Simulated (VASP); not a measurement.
# Re (Fm-3m) in VASP: notebook

The runs below take Re through relaxation of cell and atoms, with PBEsol.

Everything below comes from runs of VASP 6.6.1. Logs are shortened: lines on timing, memory, paths and dates and some standing lists are left out, and cuts for length are marked.

### Step 1. The cell of the first run

Symmetry: Fm-3m, No. 225, cubic system. The conventional cell has a = 3.710 Å, b = 3.710 Å, c = 3.710 Å, α = 90.00°, β = 90.00°, γ = 90.00°. Within 3.5 Å of Re (site symmetry m-3m) lie 12 Re at 2.62 Å.

This isn't the form of Re at room conditions, which is hcp.

### Step 2. Relaxation of cell and atoms, PBEsol, target pressure 70 GPa, at which the enthalpy is minimised

Contents of INCAR:

```
SYSTEM = Re
PREC = Accurate
ENCUT = 600
EDIFF = 1E-6
ISMEAR = -1
SIGMA = 0.1
LREAL = .FALSE.
LASPH = .TRUE.
NELM = 80
ALGO = Normal
ISIF = 3
LWAVE = .FALSE.
LCHARG = .FALSE.
GGA = PS
IBRION = 2
NSW = 32
EDIFFG = -0.005
PSTRESS = 700.0
```

Contents of KPOINTS:

```
Automatic mesh
0
G
  18 18 18
  0 0 0
```

Contents of POSCAR:

```
Re
1.0
    0.0000000000      1.8551754580      1.8551754580
    1.8551754580      0.0000000000      1.8551754580
    1.8551754580      1.8551754580      0.0000000000
Re
1
Direct
    0.0000000000      0.0000000000      0.0000000000
```

Potentials or basis: VASP PAW PBE potentials, release 64 (Re).

Started as:

```console
> cat potpaw_PBE.64/Re/POTCAR > POTCAR
> mpirun -np 1 vasp_std > vasp.out
```

OUTCAR:

```text
SYSTEM = Re
   PREC = Accurate
   ENCUT = 600
   EDIFF = 1E-6
   ISMEAR = -1
   LREAL = .FALSE.
   LASPH = .TRUE.
   NELM = 80
   ISIF = 3
   GGA = PS
   IBRION = 2
   NSW = 32
   EDIFFG = -0.005
   PSTRESS = 700.0

 ion  position               nearest neighbor table
   1  0.000  0.000  0.000-

  LATTYP: Found a face centered cubic cell.
 ALAT       =     3.7103509160

  Lattice vectors:

 A1 = (   0.0000000000,   1.8551754580,   1.8551754580)
 A2 = (   1.8551754580,   0.0000000000,   1.8551754580)
 A3 = (   1.8551754580,   1.8551754580,   0.0000000000)

Analysis of symmetry for initial positions (statically):
=====================================================================
 Subroutine PRICEL returns:
 Original cell was already a primitive cell.

 Routine SETGRP: Setting up the symmetry group for a
 face centered cubic supercell.

 Subroutine GETGRP returns: Found 48 space group operations
 (whereof 48 operations were pure point group operations)
 out of a pool of 48 trial point group operations.

The static configuration has the point symmetry O_h .

Analysis of symmetry for dynamics (positions and initial velocities):
=====================================================================
 Subroutine PRICEL returns:
 Original cell was already a primitive cell.

 Routine SETGRP: Setting up the symmetry group for a
 face centered cubic supercell.

 Subroutine GETGRP returns: Found 48 space group operations
 (whereof 48 operations were pure point group operations)
 out of a pool of 48 trial point group operations.

The dynamic configuration has the point symmetry O_h .

 Subroutine INISYM returns: Found 48 space group operations
 (whereof 48 operations are pure point group operations),
 and found     1 'primitive' translations

----------------------------------------------------------------------------------------

                                     Primitive cell

  volume of cell :      12.7698

  direct lattice vectors                    reciprocal lattice vectors
     0.000000000  1.855175458  1.855175458    -0.269516286  0.269516286  0.269516286
     1.855175458  0.000000000  1.855175458     0.269516286 -0.269516286  0.269516286
     1.855175458  1.855175458  0.000000000     0.269516286  0.269516286 -0.269516286

  length of vectors
     2.623614293  2.623614293  2.623614293     0.466815901  0.466815901  0.466815901

  position of ions in fractional coordinates (direct lattice)
     0.000000000  0.000000000  0.000000000

  ion indices of the primitive-cell ions
   primitive index   ion index
                 1           1

----------------------------------------------------------------------------------------

 KPOINTS: Automatic mesh

Automatic generation of k-mesh.
 Grid dimensions read from file:
 generate k-points for:   18   18   18

 Generating k-lattice:

  Cartesian coordinates                     Fractional coordinates (reciprocal lattice)
    -0.014973127  0.014973127  0.014973127     0.055555556  0.000000000  0.000000000
     0.014973127 -0.014973127  0.014973127     0.000000000  0.055555556  0.000000000
     0.014973127  0.014973127 -0.014973127     0.000000000  0.000000000  0.055555556

  Length of vectors
     0.025934217  0.025934217  0.025934217

  Shift w.r.t. Gamma in fractional coordinates (k-lattice)
     0.000000000  0.000000000  0.000000000

 Subroutine IBZKPT returns following result:
 ===========================================

 Found    195 irreducible k-points:

 Following reciprocal coordinates:
            Coordinates               Weight
  0.000000  0.000000  0.000000      1.000000
  0.055556  0.000000  0.000000      8.000000
  0.111111  0.000000  0.000000      8.000000
  0.166667  0.000000  0.000000      8.000000
  0.222222  0.000000  0.000000      8.000000
  0.277778  0.000000  0.000000      8.000000
[... 16 lines left out ...]
 -0.277778  0.055556  0.000000     24.000000
 -0.222222  0.055556  0.000000     24.000000
 [... further k-points ...]
   k-points           NKPTS =    195   k-points in BZ     NKDIM =    195   number of bands    NBANDS=      7
   number of dos      NEDOS =    301   number of ions     NIONS =      1
   total plane-waves  NPLWV =  13824
   dimension x,y,z NGX =    24 NGY =   24 NGZ =   24
   dimension x,y,z NGXF=    48 NGYF=   48 NGZF=   48
   ions per type =               1
   NGX,Y,Z   is equivalent  to a cutoff of  15.21, 15.21, 15.21 a.u.
   NGXF,Y,Z  is equivalent  to a cutoff of  30.42, 30.42, 30.42 a.u.
 SYSTEM =  Re
   PREC   = accura    normal or accurate (medium, high low for compatibility)
   ISTART =      0    job   : 0-new  1-cont  2-samecut
   ICHARG =      2    charge: 1-file 2-atom 10-const
   ISPIN  =      1    spin polarized calculation?
   LNONCOLLINEAR =      F non collinear calculations
   LSORBIT =      F    spin-orbit coupling
   LASPH  =      T    aspherical Exc in radial PAW
   ENCUT  =  600.0 eV  44.10 Ry    6.64 a.u.   5.24  5.24  5.24*2*pi/ulx,y,z
   NELM   =     80;   NELMIN=  2; NELMDL= -5     # of ELM steps
   EDIFF  = 0.1E-05   stopping-criterion for ELM
   LREAL  =      F    real-space projection
   EDIFFG = -.5E-02   stopping-criterion for IOM
   NSW    =     32    number of steps for IOM
   IBRION =      2    ionic relax: 0-MD 1-quasi-New 2-CG
   NFREE  =      1    steps in history (QN), initial steepest desc. (CG)
   ISIF   =      3    stress and relaxation
   ISYM   =      2    0-nonsym 1-usesym 2-fastsym
   POTIM  = 0.5000    time-step for ionic-motion
   TEBEG  =    0.0;   TEEND  =   0.0 temperature during run
   PSTRESS=  700.0 pullay stress
   NELECT =       7.0000    total number of electrons
   NUPDOWN=      -1.0000    fix difference up-down
   EMIN   =  10.00;   EMAX   =-10.00  energy-range for DOS
   EFERMI =   0.00;   METHOD = LEGACY
   ISMEAR =    -1;   SIGMA  =   0.10  broadening in eV -4-tet -1-fermi 0-gaus
   EFERMI_NEDOS =   21; number of points for ismear=-14 and -15
   IALGO  =     38    algorithm
   IMIX   =      4    mixing-type and parameters
     AMIX     =   0.40;   BMIX     =  1.00
     AMIX_MAG =   1.60;   BMIX_MAG =  1.00
  volume/ion in A,a.u.               =      12.77        86.18
  Fermi-wavevector in a.u.,A,eV,Ry     =   1.339818  2.531889 24.423991  1.795113
  Thomas-Fermi vector in A             =   2.468180
   LORBIT       =      0    0 simple, 1 ext, 2 COOP (PROOUT), +10 PAW based schemes
   GGA     = PS    functional components
   LHFCALC =     F    Hartree Fock is set to
   AEXX    =    0.0000 exact exchange contribution
   IVDW    =     0    specifies the selected vdW correction
   LEPSILON=     F    determine dielectric tensor
   LRPA    =     F    only Hartree local field effects (RPA)
 conjugate gradient relaxation of ions
 non-spin polarized calculation
  energy-cutoff  :      600.00
  volume of cell :       12.77
 maximum number of plane-waves:       444
 NGX is ok and might be reduce to    24
   NGX = 11   NGY = 11   NGZ = 11

--------------------------------------- Ionic step        1  -------------------------------------------

 number of electron       7.0000000 magnetization

 Free energy of the ion-electron system (eV)
  ---------------------------------------------------
  ext. energy  EPLUGINS =         0.00000000
  ---------------------------------------------------
  free energy    TOTEN  =       -12.94622889 eV

  energy without entropy =      -12.92062118  energy(sigma->0) =      -12.93342503

------------------------ aborting loop because EDIFF is reached ----------------------------------------

  FORCE on cell =-STRESS in cart. coord.  units (eV):
  Direction    XX          YY          ZZ          XY          YZ          ZX
  --------------------------------------------------------------------------------------
  -------------------------------------------------------------------------------------
  Total        5.7594508      5.7594508      5.7594508      0.0000000      0.0000000     -0.0000000
  in kB      722.6145254    722.6145254    722.6145254      0.0000000      0.0000000     -0.0000000
  external PRESSURE =      22.6145254 kB  Pullay stress =     700.0000000 kB

 VOLUME and BASIS-vectors are now :
 -----------------------------------------------------------------------------
  energy-cutoff  :      600.00
  volume of cell :       12.77
      direct lattice vectors                 reciprocal lattice vectors
     0.000000000  1.855175458  1.855175458    -0.269516286  0.269516286  0.269516286
     1.855175458  0.000000000  1.855175458     0.269516286 -0.269516286  0.269516286
     1.855175458  1.855175458  0.000000000     0.269516286  0.269516286 -0.269516286
[... 44 lines left out ...]
  FREE ENERGIE OF THE ION-ELECTRON SYSTEM (eV)
  ---------------------------------------------------
  free  energy   TOTEN  =       -13.0794137544 eV

  energy  without entropy=      -13.0529422949  energy(sigma->0) =      -13.06617802

  enthalpy is  TOTEN    =        -7.3533967199 eV   P V=        5.7260170345

--------------------------------------- Ionic step        3  -------------------------------------------

 number of electron       7.0000000 magnetization

 Free energy of the ion-electron system (eV)
  ---------------------------------------------------
  ext. energy  EPLUGINS =         0.00000000
  ---------------------------------------------------
  free energy    TOTEN  =       -12.96497669 eV

  energy without entropy =      -12.93925539  energy(sigma->0) =      -12.95211604

 E-fermi :   9.8463     XC(G=0): -14.5866

 val. band max:        9.8209208038   @ k =  -0.1111   0.1667   0.0556
 cond. band min:       9.8471812080   @ k =  -0.4444   0.2778   0.1111
 fundamental gap:      0.0262604042
 Fermi energy:         9.8462799835

 k-point     1 :       0.0000    0.0000    0.0000
  band No.  band energies     occupation
      1      -1.3208      2.00000
      2       7.4711      2.00000
      3       7.4711      2.00000
      4       7.4711      2.00000
      5      11.4005      0.00000
      6      11.4005      0.00000
      7      23.8569      0.00000

 k-point     2 :       0.0556    0.0000    0.0000
  band No.  band energies     occupation
      1      -1.1499      2.00000
      2       7.3481      2.00000
      3       7.5535      2.00000
      4       7.5535      2.00000
      5      11.3248      0.00000
      6      11.3248      0.00000
      7      24.1983      0.00000
[... 201 lines left out ...]
 k-point    23 :      -0.2778    0.0556    0.0000
  band No.  band energies     occupation
      1       1.8212      2.00000
      2       6.8603      2.00000
      3       7.7683      2.00000
      4       7.9469      2.00000
      5      11.5280      0.00000
      6      12.9303      0.00000
      7      23.6805      0.00000

 k-point    24 :      -0.2222    0.0556    0.0000
  band No.  band energies     occupation
      1       1.2717      2.00000
      2       6.4153      2.00000
      3       8.0218      2.00000
      4       8.1725      2.00000
      5      10.8011      0.00014
      6      12.1316      0.00000
      7      24.6711      0.00000

 [... further k-points ...]

------------------------ aborting loop because EDIFF is reached ----------------------------------------

  FORCE on cell =-STRESS in cart. coord.  units (eV):
  Direction    XX          YY          ZZ          XY          YZ          ZX
  --------------------------------------------------------------------------------------
  -------------------------------------------------------------------------------------
  Total        5.5965051      5.5965051      5.5965051     -0.0000000      0.0000000     -0.0000000
  in kB      699.8548777    699.8548777    699.8548777     -0.0000000      0.0000000     -0.0000000
  external PRESSURE =      -0.1451223 kB  Pullay stress =     700.0000000 kB

 VOLUME and BASIS-vectors are now :
 -----------------------------------------------------------------------------
  energy-cutoff  :      600.00
  volume of cell :       12.81
      direct lattice vectors                 reciprocal lattice vectors
     0.000000000  1.857219204  1.857219204    -0.269219702  0.269219702  0.269219702
     1.857219204  0.000000000  1.857219204     0.269219702 -0.269219702  0.269219702
     1.857219204  1.857219204 -0.000000000     0.269219702  0.269219702 -0.269219702

 POSITION                                       TOTAL-FORCE (eV/Angst)
 -----------------------------------------------------------------------------------
      0.00000      0.00000      0.00000        -0.000000      0.000000     -0.000000
 -----------------------------------------------------------------------------------
    total drift:                               -0.000000      0.000000      0.000000

  FREE ENERGIE OF THE ION-ELECTRON SYSTEM (eV)
  ---------------------------------------------------
  free  energy   TOTEN  =       -12.9649766905 eV

  energy  without entropy=      -12.9392553901  energy(sigma->0) =      -12.95211604

  enthalpy is  TOTEN    =        -7.3673110897 eV   P V=        5.5976656008

 reached required accuracy - stopping structural energy minimisation
```

Run time: 60 s. Hardware: 1 thread of AMD EPYC 7R13, shared host; peak memory 0.16 GiB.

What came out:

```
Free energy                                                : -12.9650 eV
Relaxed volume                                             : 12.81 Å³/atom
Relaxed cell                                               : a = 2.627 Å, b = 2.627 Å, c = 2.627 Å, α = 60.00°, β = 60.00°, γ = 60.00°
Space group after relaxing (to 0.1 Å)                      : Fm-3m (No. 225)
Energy change on relaxing (the run minimises the enthalpy) : -18.7 meV/atom
Ionic steps                                                : 3
Pressure after relaxing                                    : 70.0 GPa
Band gap on the k mesh                                     : zero (an odd number of electrons rules out a gap without spin polarisation)
```

The path:
| step | energy change (eV) | largest force (eV/Å) | pressure (GPa) | volume (Å³) |
| --- | --- | --- | --- | --- |
| 1 | 0.0000 | 0.0000 | 72.26 | 12.77 |
| 2 | -0.1332 | 0.0000 | 55.16 | 13.11 |
| 3 | -0.0187 | 0.0000 | 69.99 | 12.81 |

Final structure:
```yaml
crystal:
  lattice:
    - [0.00000, 1.85722, 1.85722]
    - [1.85722, 0.00000, 1.85722]
    - [1.85722, 1.85722, 0.00000]
  atoms:
    - { symbol: Re, position: [0.00000, 0.00000, 0.00000] }
```

Levels at points of the mesh, in eV from the Fermi level:
```csv
k point,band 1,band 2,band 3,band 4,band 5,band 6,band 7
"(0.00, 0.00, 0.00)",-11.17,-2.38,-2.38,-2.38,1.55,1.55,14.01
"(0.50, 0.00, 0.00)",-8.02,-2.66,-2.66,0.55,4.73,4.73,12.19
"(0.50, 0.50, 0.00)",-8.23,-7.25,3.57,4.69,5.69,5.69,13.51
```

Caveat: the cell is relaxed towards a set pressure, so the run minimises the enthalpy, not the energy; the PAW data sets were made with another functional, which shifts forces and pressure a little; spin-orbit coupling is left out, which moves the levels of the heavy elements.

### Step 3. Relaxation of cell and atoms, PBEsol, target pressure 70 GPa, at which the enthalpy is minimised

Contents of INCAR:

```
  PREC = Accurate
  ENCUT = 600
  EDIFF = 1E-6
  ISMEAR = -1
  SIGMA = 0.1
  LREAL = F
  LASPH = T
  NELM = 80
  ALGO = Normal
  ISIF = 3
  LWAVE = F
  LCHARG = F
  GGA = PS
  IBRION = 2
  NSW = 60
  EDIFFG = -0.005
  PSTRESS = 700.0
```

Contents of KPOINTS:

```
Automatic mesh
0
Gamma
  18 18 18
```

Contents of POSCAR:

```
Re
1.0
    0.0000000000      1.8553172048      1.8553172048
    1.8553172048      0.0000000000      1.8553172048
    1.8553172048      1.8553172048      0.0000000000
Re
1
Direct
    0.0000000000      0.0000000000      0.0000000000
```

Potentials or basis: VASP PAW PBE potentials, release 64 (Re).

Started as:

```console
> cat potpaw_PBE.64/Re/POTCAR > POTCAR
> mpirun -np 1 vasp_std > vasp.out
```

Run time: 59 s. Hardware: 1 thread of AMD EPYC 7R13, shared host; peak memory 0.16 GiB.

The run converged. Its results:

```
Free energy                                                : -12.9649 eV
Relaxed volume                                             : 12.81 Å³/atom
Relaxed cell                                               : a = 2.626 Å, b = 2.626 Å, c = 2.626 Å, α = 60.00°, β = 60.00°, γ = 60.00°
Space group after relaxing (to 0.1 Å)                      : Fm-3m (No. 225)
Energy change on relaxing (the run minimises the enthalpy) : -17.4 meV/atom
Ionic steps                                                : 4
Pressure after relaxing                                    : 69.9 GPa
Band gap on the k mesh                                     : zero (an odd number of electrons rules out a gap without spin polarisation)
```

Step by step:
| step | energy change (eV) | largest force (eV/Å) | pressure (GPa) | volume (Å³) |
| --- | --- | --- | --- | --- |
| 1 | 0.0000 | 0.0000 | 72.29 | 12.77 |
| 2 | -0.1342 | 0.0000 | 54.83 | 13.11 |
| 3 | -0.0183 | 0.0000 | 69.88 | 12.81 |
| 4 | -0.0174 | 0.0000 | 69.94 | 12.81 |

Final structure:
```yaml
crystal:
  lattice:
    - [0.00000, 1.85722, 1.85722]
    - [1.85722, 0.00000, 1.85722]
    - [1.85722, 1.85722, 0.00000]
  atoms:
    - { symbol: Re, position: [0.00000, 0.00000, 0.00000] }
```

Levels at points of the mesh, in eV from the Fermi level:
| k point | band 1 | band 2 | band 3 | band 4 | band 5 | band 6 | band 7 |
| --- | --- | --- | --- | --- | --- | --- | --- |
| (0.00, 0.00, 0.00) | -11.17 | -2.38 | -2.38 | -2.38 | 1.55 | 1.55 | 14.01 |
| (0.50, 0.00, 0.00) | -8.02 | -2.66 | -2.66 | 0.55 | 4.73 | 4.73 | 12.19 |
| (0.50, 0.50, 0.00) | -8.23 | -7.25 | 3.57 | 4.69 | 5.69 | 5.69 | 13.51 |

Caveat: the cell is relaxed towards a set pressure, so the run minimises the enthalpy, not the energy; the PAW data sets were made with another functional, which shifts forces and pressure a little; spin-orbit coupling is left out, which moves the levels of the heavy elements.

The gap in the log of VASP goes by the Fermi energy; the results here count the filled bands.